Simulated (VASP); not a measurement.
# FSiH3 in VASP: notebook

Runs on FSiH3. Level: revPBE. Tasks: single point.

Everything below comes from runs of VASP 6.6.1. Logs are shortened: lines on timing, memory, paths and dates and some standing lists are left out, and cuts for length are marked.

## 1. The cell of the first run

The cell holds a molecule in a box, 5 atoms: a = 12.000 Å, b = 12.000 Å, c = 12.000 Å, α = 90.00°, β = 90.00°, γ = 90.00°.

## 2. Single point, revPBE (last atom moved by 0.08 Å along z)

Contents of INCAR:

```
GGA      = RE             # functional
ISMEAR   = 0              # smearing method
SIGMA    = 0.03           # smearing width, eV
LWAVE    = F              # write WAVECAR
LCHARG   = F              # write CHGCAR
ISIF     = 0              # what is computed and relaxed
PREC     = Accurate       # precision mode
LASPH    = T              # aspherical terms in the spheres
LREAL    = Auto         
ALGO     = Normal         # electronic algorithm
EDIFF    = 1E-6           # SCF threshold, eV
NELM     = 120            # most SCF steps
GGA_COMPAT= F            
ENCUT    = 520            # plane-wave cutoff, eV
EFERMI   = MIDGAP       
NELMDL   = -8           
NBANDS   = 20             # bands
ROPT     = -0.00025 -0.00025 -0.00025
```

Contents of KPOINTS:

```
k-points
0
Gamma
  1 1 1
```

Contents of POSCAR:

```
SiH3F
1.0
   12.0000000000      0.0000000000      0.0000000000
    0.0000000000     12.0000000000      0.0000000000
    0.0000000000      0.0000000000     12.0000000000
F Si H
1 1 3
Direct
    0.4112875000      0.5163375000      0.5987375000
    0.5211125000      0.5011625000      0.5246791700
    0.4868541700      0.4867208300      0.4069291700
    0.5815541700      0.4012791700      0.5648708300
    0.5908791700      0.6022208300      0.5441875000
```

Potentials or basis: VASP PAW PBE potentials, release 64 (F, Si, H).

Started as:

```console
$ cat potpaw_PBE.64/F/POTCAR potpaw_PBE.64/Si/POTCAR potpaw_PBE.64/H/POTCAR > POTCAR
$ mpirun -np 1 vasp_gam > vasp.out
```

OUTCAR:

```text
GGA = RE
   ISMEAR = 0
   ISIF = 0
   PREC = Accurate
   LASPH = T
   LREAL = Auto
   EDIFF = 1E-6
   NELM = 120
   ENCUT = 520
   EFERMI = MIDGAP
   NELMDL = -8

 Found      1 irreducible k-points:

 Following reciprocal coordinates:
            Coordinates               Weight
  0.000000  0.000000  0.000000      1.000000
   k-points           NKPTS =      1   k-points in BZ     NKDIM =      1   number of bands    NBANDS=     20
   number of dos      NEDOS =    301   number of ions     NIONS =      5
   total plane-waves  NPLWV = 729000
   dimension x,y,z NGX =    90 NGY =   90 NGZ =   90
   dimension x,y,z NGXF=   180 NGYF=  180 NGZF=  180
   ions per type =               1   1   3
   NGX,Y,Z   is equivalent  to a cutoff of  12.47, 12.47, 12.47 a.u.
   NGXF,Y,Z  is equivalent  to a cutoff of  24.94, 24.94, 24.94 a.u.
 SYSTEM =  unknown system
   PREC   = accura    normal or accurate (medium, high low for compatibility)
   ISTART =      0    job   : 0-new  1-cont  2-samecut
   ICHARG =      2    charge: 1-file 2-atom 10-const
   ISPIN  =      1    spin polarized calculation?
   LNONCOLLINEAR =      F non collinear calculations
   LSORBIT =      F    spin-orbit coupling
   LASPH  =      T    aspherical Exc in radial PAW
   ENCUT  =  520.0 eV  38.22 Ry    6.18 a.u.  22.31 22.31 22.31*2*pi/ulx,y,z
   NELM   =    120;   NELMIN=  2; NELMDL= -8     # of ELM steps
   EDIFF  = 0.1E-05   stopping-criterion for ELM
   LREAL  =      T    real-space projection
   EDIFFG = 0.1E-04   stopping-criterion for IOM
   NSW    =      0    number of steps for IOM
   IBRION =     -1    ionic relax: 0-MD 1-quasi-New 2-CG
   NFREE  =      0    steps in history (QN), initial steepest desc. (CG)
   ISIF   =      0    stress and relaxation
   ISYM   =      2    0-nonsym 1-usesym 2-fastsym
   POTIM  = 0.5000    time-step for ionic-motion
   TEBEG  =    0.0;   TEEND  =   0.0 temperature during run

   SCALEE = 1.0000    scale energy and forces
   PSTRESS=    0.0 pullay stress
   NELECT =      14.0000    total number of electrons
   NUPDOWN=      -1.0000    fix difference up-down
   EMIN   =  10.00;   EMAX   =-10.00  energy-range for DOS
   EFERMI =   0.00;   METHOD = MIDGAP
   ISMEAR =     0;   SIGMA  =   0.03  broadening in eV -4-tet -1-fermi 0-gaus
   EFERMI_NEDOS =   21; number of points for ismear=-14 and -15
   IALGO  =     38    algorithm
   IMIX   =      4    mixing-type and parameters
     AMIX     =   0.40;   BMIX     =  1.00
     AMIX_MAG =   1.60;   BMIX_MAG =  1.00
  volume/ion in A,a.u.               =     345.60      2332.22
  Fermi-wavevector in a.u.,A,eV,Ry     =   0.328803  0.621348  1.470948  0.108112
  Thomas-Fermi vector in A             =   1.222706
   LORBIT       =      0    0 simple, 1 ext, 2 COOP (PROOUT), +10 PAW based schemes
   GGA     = RE    functional components
   LHFCALC =     F    Hartree Fock is set to
   AEXX    =    0.0000 exact exchange contribution
   IVDW    =     0    specifies the selected vdW correction
   LEPSILON=     F    determine dielectric tensor
   LRPA    =     F    only Hartree local field effects (RPA)

   CSHIFT  =0.1000    complex shift for real part using Kramers Kronig

   OMEGAMAX=  -1.0    maximum frequency
 non-spin polarized calculation
 Gauss-broadening in eV      SIGMA  =   0.03
  energy-cutoff  :      520.00
  volume of cell :     1728.00
 maximum number of plane-waves:     23293
 NGX is ok and might be reduce to    90
   NGX = 45   NGY = 45   NGZ = 45

 number of electron      13.9999989 magnetization

 Free energy of the ion-electron system (eV)
  ---------------------------------------------------
  ext. energy  EPLUGINS =         0.00000000
  ---------------------------------------------------
  free energy    TOTEN  =       -21.02069368 eV

  energy without entropy =      -21.02069368  energy(sigma->0) =      -21.02069368

 E-fermi :  -4.5318     XC(G=0):  -0.6300

 val. band max:       -8.0699377894   @ k =   0.0000   0.0000   0.0000
 cond. band min:      -0.9936237690   @ k =   0.0000   0.0000   0.0000
 fundamental gap:      7.0763140204
 Fermi energy:        -4.5317807792

 k-point     1 :       0.0000    0.0000    0.0000
  band No.  band energies     occupation
      1     -29.5640      2.00000
      2     -13.6191      2.00000
      3     -10.7746      2.00000
      4     -10.4583      2.00000
      5     -10.4324      2.00000
      6      -8.1833      2.00000
      7      -8.0699      2.00000
      8      -0.9936      0.00000
      9      -0.3955      0.00000
     10       0.3588      0.00000
     11       0.3966      0.00000
     12       0.6112      0.00000
     13       0.6803      0.00000
     14       0.7496      0.00000
     15       0.9080      0.00000
     16       1.1293      0.00000
     17       1.2519      0.00000
     18       1.5314      0.00000
     19       1.6130      0.00000
 [bands above 19 left out]

------------------------ aborting loop because EDIFF is reached ----------------------------------------

 VOLUME and BASIS-vectors are now :
 -----------------------------------------------------------------------------
  energy-cutoff  :      520.00
  volume of cell :     1728.00
      direct lattice vectors                 reciprocal lattice vectors
    12.000000000  0.000000000  0.000000000     0.083333333  0.000000000  0.000000000
     0.000000000 12.000000000  0.000000000     0.000000000  0.083333333  0.000000000
     0.000000000  0.000000000 12.000000000     0.000000000  0.000000000  0.083333333

 POSITION                                       TOTAL-FORCE (eV/Angst)
 -----------------------------------------------------------------------------------
      4.93545      6.19605      7.18485        -0.806030      0.054207      0.473880
      6.25335      6.01395      6.29615         0.694622      0.060430     -0.154565
      5.84225      5.84065      4.88315         0.010869      0.053136     -0.164448
      6.97865      4.81535      6.77845         0.078280     -0.168897      0.014428
      7.09055      7.22665      6.53025         0.022259      0.001124     -0.169296
 -----------------------------------------------------------------------------------
    total drift:                               -0.000711     -0.000449     -0.002695

  FREE ENERGIE OF THE ION-ELECTRON SYSTEM (eV)
  ---------------------------------------------------
  free  energy   TOTEN  =       -21.0206936814 eV

  energy  without entropy=      -21.0206936814  energy(sigma->0) =      -21.02069368
```

It took 2.2 min on 1 thread of Intel Xeon 6975P-C (Granite Rapids), shared host; peak memory 1.2 GiB.

Results:

```
Free energy                     : -21.0207 eV
Largest force                   : 0.937 eV/Å
Gap between the frontier levels : 7.08 eV
```

Forces on the atoms (eV/Å):
```
F   -0.806  0.054  0.474
Si   0.695  0.060 -0.155
H    0.011  0.053 -0.164
H    0.078 -0.169  0.014
H    0.022  0.001 -0.169
```

Levels at points of the mesh, in eV from the valence-band top:
```
           k point  band 5  band 6  band 7  band 8  band 9  band 10
(0.00, 0.00, 0.00)   -2.36   -0.11    0.00    7.08    7.67     8.43
```

Caveat: the cell differs from its parent crystal (last atom moved by 0.08 Å along z); the PAW data sets were made with another functional, which shifts forces and pressure a little.

## 3. Single point, revPBE (last atom moved by 0.08 Å along z)

INCAR: that of step 2 with these lines changed.

```diff
@@ -8,3 +8,3 @@
 LASPH    = T              # aspherical terms in the spheres
-LREAL    = Auto         
+LREAL    = F              # projectors in reciprocal space
 ALGO     = Normal         # electronic algorithm
@@ -13,6 +13,5 @@
 GGA_COMPAT= F            
-ENCUT    = 520            # plane-wave cutoff, eV
+ENCUT    = 720            # plane-wave cutoff, eV
 EFERMI   = MIDGAP       
 NELMDL   = -8           
-NBANDS   = 20             # bands
-ROPT     = -0.00025 -0.00025 -0.00025
+NBANDS   = 33             # bands
```

KPOINTS is that of step 2.

POSCAR is that of step 2.

Potentials or basis: VASP PAW PBE potentials, release 64 (F, Si, H).

Started as:

```console
$ cat potpaw_PBE.64/F/POTCAR potpaw_PBE.64/Si/POTCAR potpaw_PBE.64/H/POTCAR > POTCAR
$ mpirun -np 1 vasp_gam > vasp.out
```

Wall time 5.7 min (1 thread of Intel Xeon 6975P-C (Granite Rapids), shared host); peak memory 1.8 GiB.

Results (log left out):

| Property | Result |
| --- | --- |
| Free energy | -21.0291 eV |
| Largest force | 0.922 eV/Å |
| Gap between the frontier levels | 7.08 eV |

Forces in eV/Å, atoms in the order of the input:
```
F   -0.794  0.053  0.466
Si   0.683  0.062 -0.144
H    0.011  0.053 -0.165
H    0.078 -0.168  0.014
H    0.022  0.001 -0.170
```

Levels at points of the mesh, in eV from the valence-band top:
| k point | band 4 | band 5 | band 6 | band 7 | band 8 | band 9 | band 10 | band 11 |
| --- | --- | --- | --- | --- | --- | --- | --- | --- |
| (0.00, 0.00, 0.00) | -2.39 | -2.37 | -0.11 | 0.00 | 7.08 | 7.68 | 8.43 | 8.47 |

Caveat: the cell differs from its parent crystal (last atom moved by 0.08 Å along z); the PAW data sets were made with another functional, which shifts forces and pressure a little.
